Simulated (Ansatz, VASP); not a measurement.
# Two plane-wave programs on GaAs

The input INCAR:

```
SYSTEM = GaAs
PREC = Accurate
ENCUT = 520
EDIFF = 1E-7
ISMEAR = 0
SIGMA = 0.1
LREAL = .False.
LASPH = .True.
NELM = 60
ALGO = Normal
ISIF = 2
LWAVE = .False.
LCHARG = .False.
GGA = PE
NBANDS = 36
```

The input KPOINTS:

```
regular mesh
0
Gamma
  6 4 2
  0 0 0
```

Contents of POSCAR:

```
GaAs
1.0
    3.5017106700      0.0000000000      0.0000000000
    0.0000000000      3.9526212700      0.0000000000
    0.0000000000      0.0000000000      9.1325903200
Ga As
3 3
Direct
    0.5000000000      0.5000000000      0.1780484600
    0.5000000000      0.5000000000      0.8219515400
    0.0000000000      0.0000000000      0.5000000000
    0.5000000000      0.0000000000      0.3219515400
    0.0000000000      0.5000000000      0.0000000000
    0.5000000000      0.0000000000      0.6780484600
```

Input for Ansatz:

```yaml
crystal:
  lattice:
    - [3.50171067, 0.0, 0.0]
    - [0.0, 3.95262127, 0.0]
    - [0.0, 0.0, 9.13259032]
  atoms:
    - { symbol: Ga, position: [0.5, 0.5, 0.17804846] }
    - { symbol: Ga, position: [0.5, 0.5, 0.82195154] }
    - { symbol: Ga, position: [0.0, 0.0, 0.5] }
    - { symbol: As, position: [0.5, 0.0, 0.32195154] }
    - { symbol: As, position: [0.0, 0.5, 0.0] }
    - { symbol: As, position: [0.5, 0.0, 0.67804846] }
basis:
  ecutwfc: 420
kpoints:
  mp_grid: { grid: [6, 4, 2] }
hamiltonian:
  xc: pbe
scf:
  occupations: { method: gaussian, width: 0.1 }
  lower_state_search: "off"
output:
  forces: true
  stress: true
  eigenvalues: true
```

Alike in both runs: task single point; functional PBE; k mesh 6 × 4 × 2; occupations gaussian, width 0.1 eV; no spin polarisation.

|  | VASP | Ansatz |
| --- | --- | --- |
| version | VASP 6.6.1 | Ansatz 0.2.0 |
| potentials or method | VASP PAW PBE potentials, release 64 (Ga_d, As), cutoff 520 eV | scalar-relativistic, plane waves, PAW |
| valence electrons in the cell | 54 | 84 |

VASP gave:

- gap on the k mesh at the Fermi level (eV): none
- pressure (GPa): 14.1
- traceless stress, the component that is largest in VASP (GPa): -8.41
- rms of the force components (eV/Å): 0.120

Question: Estimate Ansatz's values.

Answer: gap on the k mesh at the Fermi level (eV): none; pressure (GPa): 13.8; traceless stress, the component that is largest in VASP (GPa): -8.32; rms of the force components (eV/Å): 0.119.

Atom by atom the forces differ by 0.002 eV/Å (rms over components). A gap of «none» marks a metal or a gap that the smearing closes. VASP's potentials hold 54 valence electrons a cell and Ansatz's 84, so a difference there can come from the potentials and not from the codes.

The k mesh is coarse, so the values compare programs but aren't converged.
